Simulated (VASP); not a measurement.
# Pt (Immm) in VASP: further runs

Runs on Pt. Level: PBEsol. Tasks: single point.

Everything below comes from runs of VASP 6.6.1. Logs are shortened: lines on timing, memory, paths and dates and some standing lists are left out, and cuts for length are marked.

## Step 1: The cell of the first run

The structure is orthorhombic, space group Immm (No. 71). The conventional cell has a = 2.748 Å, b = 2.790 Å, c = 3.916 Å, α = 90.00°, β = 90.00°, γ = 90.00°. Within 3.6 Å of Pt (site symmetry mmm) lie 12 Pt at 2.75 to 2.79 Å.

## Step 2: Single point, PBEsol (strain +0.0150 x Voigt [0, 0, 0, 1, 0, 0])

INCAR

```
  PREC = Accurate
  ENCUT = 520
  EDIFF = 1E-7
  ISMEAR = 0
  SIGMA = 0.15
  LREAL = F
  LASPH = T
  NELM = 100
  ALGO = Fast
  ISIF = 2
  LWAVE = F
  LCHARG = T
  GGA = PS
  LELF = T
  LVHAR = T
  NBANDS = 11
```

KPOINTS

```
Automatic mesh
0
Gamma
  20 20 20
```

POSCAR

```
Pt
1.0
    0.0000000000      1.9725842500      1.9725842500
    1.9579000000      0.0146842500      1.9579000000
    1.9579000000      1.9579000000      0.0146842500
Pt
1
Direct
    0.0000000000      0.0000000000      0.0000000000
```

Potentials or basis: VASP PAW PBE potentials, release 64 (Pt).

Run with:

```console
cat potpaw_PBE.64/Pt/POTCAR > POTCAR
mpirun -np 1 vasp_std > vasp.out
```

OUTCAR:

```text
PREC = Accurate
   ENCUT = 520
   EDIFF = 1E-7
   ISMEAR = 0
   LREAL = F
   LASPH = T
   NELM = 100
   ISIF = 2
   GGA = PS

 ion  position               nearest neighbor table
   1  0.000  0.000  0.000-

  LATTYP: Found a body centered orthorhombic cell.
 ALAT       =     2.7481220683
 B/A-ratio  =     1.0151133501
 C/A-ratio  =     1.4249003147

  Lattice vectors:

 A1 = (  -1.9579000000,   1.9579000000,   0.0146842500)
 A2 = (  -1.9579000000,  -1.9579000000,  -0.0146842500)
 A3 = (   1.9579000000,   0.0146842500,   1.9579000000)

Analysis of symmetry for initial positions (statically):
=====================================================================
 Subroutine PRICEL returns:
 Original cell was already a primitive cell.

 Routine SETGRP: Setting up the symmetry group for a
 body centered orthorhombic supercell.

 Subroutine GETGRP returns: Found  8 space group operations
 (whereof  8 operations were pure point group operations)
 out of a pool of  8 trial point group operations.

The static configuration has the point symmetry D_2h.

Analysis of symmetry for dynamics (positions and initial velocities):
=====================================================================
 Subroutine PRICEL returns:
 Original cell was already a primitive cell.

 Routine SETGRP: Setting up the symmetry group for a
 body centered orthorhombic supercell.

 Subroutine GETGRP returns: Found  8 space group operations
 (whereof  8 operations were pure point group operations)
 out of a pool of  8 trial point group operations.

The dynamic configuration has the point symmetry D_2h.

 Subroutine INISYM returns: Found  8 space group operations
 (whereof  8 operations are pure point group operations),
 and found     1 'primitive' translations

----------------------------------------------------------------------------------------

                                     Primitive cell

  volume of cell :      15.0099

  direct lattice vectors                    reciprocal lattice vectors
     0.000000000  1.972584250  1.972584250    -0.255375658  0.253474598  0.253474598
     1.957900000  0.014684250  1.957900000     0.255375658 -0.257305448  0.257305448
     1.957900000  1.957900000  0.014684250     0.255375658  0.257305448 -0.257305448

  length of vectors
     2.789655399  2.768927671  2.768927671     0.440131197  0.444554737  0.444554737

  position of ions in fractional coordinates (direct lattice)
     0.000000000  0.000000000  0.000000000

  ion indices of the primitive-cell ions
   primitive index   ion index
                 1           1

----------------------------------------------------------------------------------------

 KPOINTS: Automatic mesh

Automatic generation of k-mesh.
 Grid dimensions read from file:
 generate k-points for:   20   20   20

 Generating k-lattice:

  Cartesian coordinates                     Fractional coordinates (reciprocal lattice)
    -0.012768783  0.012673730  0.012673730     0.050000000  0.000000000  0.000000000
     0.012768783 -0.012865272  0.012865272     0.000000000  0.050000000  0.000000000
     0.012768783  0.012865272 -0.012865272     0.000000000  0.000000000  0.050000000

  Length of vectors
     0.022006560  0.022227737  0.022227737

  Shift w.r.t. Gamma in fractional coordinates (k-lattice)
     0.000000000  0.000000000  0.000000000

 Subroutine IBZKPT returns following result:
 ===========================================

 Found   1166 irreducible k-points:

 Following reciprocal coordinates:
            Coordinates               Weight
  0.000000  0.000000  0.000000      1.000000
  0.050000 -0.000000 -0.000000      4.000000
  0.100000 -0.000000 -0.000000      4.000000
  0.150000 -0.000000 -0.000000      4.000000
  0.200000 -0.000000 -0.000000      4.000000
  0.250000 -0.000000 -0.000000      4.000000
[... 16 lines left out ...]
 -0.450000  0.050000 -0.000000      8.000000
 -0.400000  0.050000  0.000000      8.000000
 [... further k-points ...]
   k-points           NKPTS =   1166   k-points in BZ     NKDIM =   1166   number of bands    NBANDS=     11
   number of dos      NEDOS =    301   number of ions     NIONS =      1
   total plane-waves  NPLWV =  13824
   dimension x,y,z NGX =    24 NGY =   24 NGZ =   24
   dimension x,y,z NGXF=    48 NGYF=   48 NGZF=   48
   ions per type =               1
   NGX,Y,Z   is equivalent  to a cutoff of  14.30, 14.41, 14.41 a.u.
   NGXF,Y,Z  is equivalent  to a cutoff of  28.60, 28.82, 28.82 a.u.
 SYSTEM =  unknown system
   PREC   = accura    normal or accurate (medium, high low for compatibility)
   ISTART =      0    job   : 0-new  1-cont  2-samecut
   ICHARG =      2    charge: 1-file 2-atom 10-const
   ISPIN  =      1    spin polarized calculation?
   LNONCOLLINEAR =      F non collinear calculations
   LSORBIT =      F    spin-orbit coupling
   LASPH  =      T    aspherical Exc in radial PAW
   ENCUT  =  520.0 eV  38.22 Ry    6.18 a.u.   5.19  5.15  5.15*2*pi/ulx,y,z
   NELM   =    100;   NELMIN=  2; NELMDL= -5     # of ELM steps
   EDIFF  = 0.1E-06   stopping-criterion for ELM
   LREAL  =      F    real-space projection
   EDIFFG = 0.1E-05   stopping-criterion for IOM
   NSW    =      0    number of steps for IOM
   IBRION =     -1    ionic relax: 0-MD 1-quasi-New 2-CG
   NFREE  =      0    steps in history (QN), initial steepest desc. (CG)
   ISIF   =      2    stress and relaxation
   ISYM   =      2    0-nonsym 1-usesym 2-fastsym
   POTIM  = 0.5000    time-step for ionic-motion
   TEBEG  =    0.0;   TEEND  =   0.0 temperature during run
   PSTRESS=    0.0 pullay stress
   NELECT =      10.0000    total number of electrons
   NUPDOWN=      -1.0000    fix difference up-down
   EMIN   =  10.00;   EMAX   =-10.00  energy-range for DOS
   EFERMI =   0.00;   METHOD = LEGACY
   ISMEAR =     0;   SIGMA  =   0.15  broadening in eV -4-tet -1-fermi 0-gaus
   EFERMI_NEDOS =   21; number of points for ismear=-14 and -15
   IALGO  =     68    algorithm
   IMIX   =      4    mixing-type and parameters
     AMIX     =   0.40;   BMIX     =  1.00
     AMIX_MAG =   1.60;   BMIX_MAG =  1.00
  volume/ion in A,a.u.               =      15.01       101.29
  Fermi-wavevector in a.u.,A,eV,Ry     =   1.429824  2.701975 27.815691  2.044396
  Thomas-Fermi vector in A             =   2.549735
   LORBIT       =      0    0 simple, 1 ext, 2 COOP (PROOUT), +10 PAW based schemes
   GGA     = PS    functional components
   LHFCALC =     F    Hartree Fock is set to
   AEXX    =    0.0000 exact exchange contribution
   IVDW    =     0    specifies the selected vdW correction
   LEPSILON=     F    determine dielectric tensor
   LRPA    =     F    only Hartree local field effects (RPA)
 non-spin polarized calculation
 RMM-DIIS sequential band-by-band and
 Gauss-broadening in eV      SIGMA  =   0.15
  energy-cutoff  :      520.00
  volume of cell :       15.01
 maximum number of plane-waves:       417
 NGX is ok and might be reduce to    24
   NGX = 11   NGY = 11   NGZ = 11

 number of electron      10.0000000 magnetization

 Free energy of the ion-electron system (eV)
  ---------------------------------------------------
  ext. energy  EPLUGINS =         0.00000000
  ---------------------------------------------------
  free energy    TOTEN  =        -6.97358110 eV

  energy without entropy =       -6.95409420  energy(sigma->0) =       -6.96383765

 E-fermi :  11.1952     XC(G=0): -13.6556

 val. band max:       11.1945448022   @ k =   0.3500  -0.4000   0.0500
 cond. band min:      11.1960418607   @ k =  -0.2500   0.3500   0.2500
 fundamental gap:      0.0014970585
 Fermi energy:        11.1952409026

 k-point     1 :       0.0000    0.0000    0.0000
  band No.  band energies     occupation
      1       0.8378      2.00000
      2       7.2635      2.00000
      3       7.3464      2.00000
      4       7.4472      2.00000
      5       9.5526      2.00000
      6       9.5551      2.00000
      7      25.7950      0.00000
      8      30.5408      0.00000
      9      30.7864      0.00000
     10      31.0295      0.00000
     11      36.0986      0.00000

 k-point     2 :       0.0500   -0.0000   -0.0000
  band No.  band energies     occupation
      1       0.9379      2.00000
      2       7.2363      2.00000
      3       7.3663      2.00000
      4       7.4872      2.00000
      5       9.5317      2.00000
      6       9.5340      2.00000
      7      25.9504      0.00000
      8      30.0683      0.00000
      9      30.8764      0.00000
     10      31.1825      0.00000
     11      36.7048      0.00000

 k-point     3 :       0.1000   -0.0000   -0.0000
  band No.  band energies     occupation
      1       1.2310      2.00000
      2       7.1286      2.00000
      3       7.4555      2.00000
      4       7.5951      2.00000
      5       9.4847      2.00000
      6       9.4868      2.00000
      7      26.3815      0.00000
      8      28.8870      0.00000
      9      31.3261      0.00000
     10      31.6305      0.00000
     11      37.6874      0.00000

 k-point     4 :       0.1500   -0.0000   -0.0000
  band No.  band energies     occupation
      1       1.6924      2.00000
      2       6.9874      2.00000
      3       7.5731      2.00000
      4       7.7293      2.00000
      5       9.4606      2.00000
      6       9.4618      2.00000
      7      26.9506      0.00000
      8      27.5043      0.00000
      9      32.0530      0.00000
     10      32.3394      0.00000
     11      36.6335      0.00000

 k-point     5 :       0.2000   -0.0000   -0.0000
  band No.  band energies     occupation
      1       2.2701      2.00000
      2       6.8946      2.00000
      3       7.6505      2.00000
      4       7.8198      2.00000
      5       9.5315      2.00000
      6       9.5366      2.00000
      7      25.9579      0.00000
      8      27.4902      0.00000
      9      32.9741      0.00000
     10      33.2361      0.00000
     11      35.1910      0.00000
[... 211 lines left out ...]
 k-point    21 :       0.4500    0.0500   -0.0000
  band No.  band energies     occupation
      1       3.8247      2.00000
      2       7.2655      2.00000
      3       7.4321      2.00000
      4       9.3620      2.00000
      5      11.1369      1.41787
      6      11.4463      0.01795
      7      17.9419      0.00000
      8      25.7528      0.00000
      9      30.2118      0.00000
     10      30.7610      0.00000
     11      38.7597      0.00000

 k-point    22 :       0.5000    0.0500   -0.0000
  band No.  band energies     occupation
      1       3.8294      2.00000
      2       7.2247      2.00000
      3       7.3841      2.00000
      4       9.8774      2.00000
      5      11.2004      0.96094
      6      11.8967      0.00000
      7      16.9671      0.00000
      8      25.5732      0.00000
      9      30.0221      0.00000
     10      30.2125      0.00000
     11      39.5280      0.00000

 k-point    23 :      -0.4500    0.0500   -0.0000
  band No.  band energies     occupation
      1       3.8299      2.00000
      2       7.2381      2.00000
      3       7.3894      2.00000
      4       9.7948      2.00000
      5      11.0769      1.73553
      6      11.8770      0.00000
      7      17.1814      0.00000
      8      25.6083      0.00000
      9      29.9622      0.00000
     10      30.4317      0.00000
     11      39.1788      0.00000

 k-point    24 :      -0.4000    0.0500    0.0000
  band No.  band energies     occupation
      1       3.8202      2.00000
      2       7.3027      2.00000
      3       7.4479      2.00000
      4       9.1340      2.00000
      5      10.7889      1.99987
      6      11.5095      0.00305
      7      18.4349      0.00000
      8      25.8574      0.00000
      9      30.2468      0.00000
     10      31.1938      0.00000
     11      38.0269      0.00000

 [... further k-points ...]
[... 5 lines left out ...]
  --------------------------------------------------------------------------------------
  -------------------------------------------------------------------------------------
  Total        0.0119773      0.0325304      0.0325304      0.0000000     -0.1152099      0.0000000
  in kB        1.2784729      3.4723453      3.4723453      0.0000000    -12.2976839      0.0000000
  external PRESSURE =       2.7410545 kB  Pullay stress =       0.0000000 kB

 VOLUME and BASIS-vectors are now :
 -----------------------------------------------------------------------------
  energy-cutoff  :      520.00
  volume of cell :       15.01
      direct lattice vectors                 reciprocal lattice vectors
     0.000000000  1.972584250  1.972584250    -0.255375658  0.253474598  0.253474598
     1.957900000  0.014684250  1.957900000     0.255375658 -0.257305448  0.257305448
     1.957900000  1.957900000  0.014684250     0.255375658  0.257305448 -0.257305448

 POSITION                                       TOTAL-FORCE (eV/Angst)
 -----------------------------------------------------------------------------------
      0.00000      0.00000      0.00000         0.000000      0.000000      0.000000
 -----------------------------------------------------------------------------------
    total drift:                                0.000000      0.000000     -0.000000

  FREE ENERGIE OF THE ION-ELECTRON SYSTEM (eV)
  ---------------------------------------------------
  free  energy   TOTEN  =        -6.9735810961 eV

  energy  without entropy=       -6.9540942037  energy(sigma->0) =       -6.96383765
```

Run time: 74 s. Hardware: 1 thread of Intel Xeon 6975P-C (Granite Rapids), shared host; peak memory 0.31 GiB.

What came out:

| Quantity | Value |
| --- | --- |
| Free energy | -6.9736 eV |
| Pressure | 0.3 GPa |
| Band gap on the k mesh | zero (band 5 reaches 11.70 eV, above the bottom of band 6 at 9.42 eV) |

Caveat: the cell differs from its parent crystal (strain +0.0150 x Voigt [0, 0, 0, 1, 0, 0]); the PAW data sets were made with another functional, which shifts forces and pressure a little; spin-orbit coupling is left out, which moves the levels of the heavy elements.

## Step 3: Single point, PBEsol (strain +0.0525 x Voigt [0, 0, 0, 1, 0, 0])

INCAR

```
ALGO = Fast ; EDIFF = 1E-6
ENCUT = 520 ; GGA = PS
ISIF = 2 ; ISMEAR = 0
LASPH = T ; LCHARG = T
LELF = T ; LREAL = F
LVHAR = T ; LWAVE = F
NBANDS = 11 ; NELM = 100
PREC = Accurate ; SIGMA = 0.15
```

KPOINTS

```
k-points
0
Gamma
  20 20 20
```

POSCAR

```
Pt
1.0
    0.0000000000      2.0092948750      2.0092948750
    1.9579000000      0.0513948750      1.9579000000
    1.9579000000      1.9579000000      0.0513948750
Pt
1
Direct
    0.0000000000      0.0000000000      0.0000000000
```

Potentials or basis: VASP PAW PBE potentials, release 64 (Pt).

Run with:

```console
cat potpaw_PBE.64/Pt/POTCAR > POTCAR
mpirun -np 1 vasp_std > vasp.out
```

OUTCAR:

```text
EDIFF = 1E-6
   ENCUT = 520
   GGA = PS
   ISIF = 2
   ISMEAR = 0
   LASPH = T
   LREAL = F
   NELM = 100
   PREC = Accurate

 ion  position               nearest neighbor table
   1  0.000  0.000  0.000-

  LATTYP: Found a body centered orthorhombic cell.
 ALAT       =     2.6962054045
 B/A-ratio  =     1.0539152760
 C/A-ratio  =     1.4523374196

  Lattice vectors:

 A1 = (  -1.9579000000,   1.9579000000,   0.0513948750)
 A2 = (  -1.9579000000,  -1.9579000000,  -0.0513948750)
 A3 = (   1.9579000000,   0.0513948750,   1.9579000000)

[... 507 lines left out ...]
      3       7.6733      2.00000
      4       9.0343      2.00000
      5      10.7251      1.99999
      6      11.5595      0.00070
      7      18.1532      0.00000
      8      25.9994      0.00000
      9      30.5381      0.00000
     10      31.4541      0.00000
     11      37.9024      0.00000

 [... further k-points ...]
[... 5 lines left out ...]
  --------------------------------------------------------------------------------------
  -------------------------------------------------------------------------------------
  Total       -0.0704580      0.1738294      0.1738294      0.0000000     -0.4273108      0.0000000
  in kB       -7.5255597     18.5665672     18.5665672      0.0000000    -45.6406976      0.0000000
  external PRESSURE =       9.8691916 kB  Pullay stress =       0.0000000 kB

 VOLUME and BASIS-vectors are now :
 -----------------------------------------------------------------------------
  energy-cutoff  :      520.00
  volume of cell :       15.00
      direct lattice vectors                 reciprocal lattice vectors
     0.000000000  2.009294875  2.009294875    -0.255375658  0.248843515  0.248843515
     1.957900000  0.051394875  1.957900000     0.255375658 -0.262259982  0.262259982
     1.957900000  1.957900000  0.051394875     0.255375658  0.262259982 -0.262259982

 POSITION                                       TOTAL-FORCE (eV/Angst)
 -----------------------------------------------------------------------------------
      0.00000      0.00000      0.00000         0.000000      0.000000     -0.000000
 -----------------------------------------------------------------------------------
    total drift:                               -0.000000      0.000000     -0.000000

  FREE ENERGIE OF THE ION-ELECTRON SYSTEM (eV)
  ---------------------------------------------------
  free  energy   TOTEN  =        -6.9634906377 eV

  energy  without entropy=       -6.9449524033  energy(sigma->0) =       -6.95422152
```

OSZICAR:

```text
N       E                     dE             d eps       ncg     rms          rms(c)
DAV:   1     0.389578498643E+02    0.38958E+02   -0.53766E+03 26156   0.846E+02
DAV:   2    -0.680428983028E+01   -0.45762E+02   -0.43895E+02 29210   0.177E+02
DAV:   3    -0.741382995032E+01   -0.60954E+00   -0.60522E+00 30051   0.195E+01
DAV:   4    -0.741620378809E+01   -0.23738E-02   -0.23737E-02 29736   0.143E+00
DAV:   5    -0.741622233075E+01   -0.18543E-04   -0.18541E-04 30146   0.117E-01    0.136E+01
RMM:   6    -0.701260225272E+01    0.40362E+00   -0.39946E-01 25796   0.534E+00    0.695E+00
RMM:   7    -0.696769449915E+01    0.44908E-01   -0.77842E-02 27043   0.252E+00    0.256E+00
RMM:   8    -0.696385499764E+01    0.38395E-02   -0.94309E-03 27317   0.876E-01    0.678E-01
RMM:   9    -0.696347374909E+01    0.38125E-03   -0.10622E-03 29479   0.281E-01    0.593E-02
RMM:  10    -0.696348959535E+01   -0.15846E-04   -0.15489E-04 29813   0.957E-02    0.590E-02
RMM:  11    -0.696349110093E+01   -0.15056E-05   -0.20497E-05 30716   0.312E-02    0.115E-02
RMM:  12    -0.696349063768E+01    0.46325E-06   -0.79069E-06 28035   0.219E-02
   1 F= -.69634906E+01 E0= -.69542215E+01  d E =-.185382E-01
```

Run time: 64 s. Hardware: 1 thread of Intel Xeon 6975P-C (Granite Rapids), shared host; peak memory 0.31 GiB.

What came out:

```yaml
Free_energy: -6.9635 eV
Pressure: 1.0 GPa
Band_gap_on_the_k_mesh: zero (band 5 reaches 11.77 eV, above the bottom of band 6 at 9.40 eV)
```

Caveat: the cell differs from its parent crystal (strain +0.0525 x Voigt [0, 0, 0, 1, 0, 0]); the PAW data sets were made with another functional, which shifts forces and pressure a little; spin-orbit coupling is left out, which moves the levels of the heavy elements.

(Part 1 of 2 ends here.)
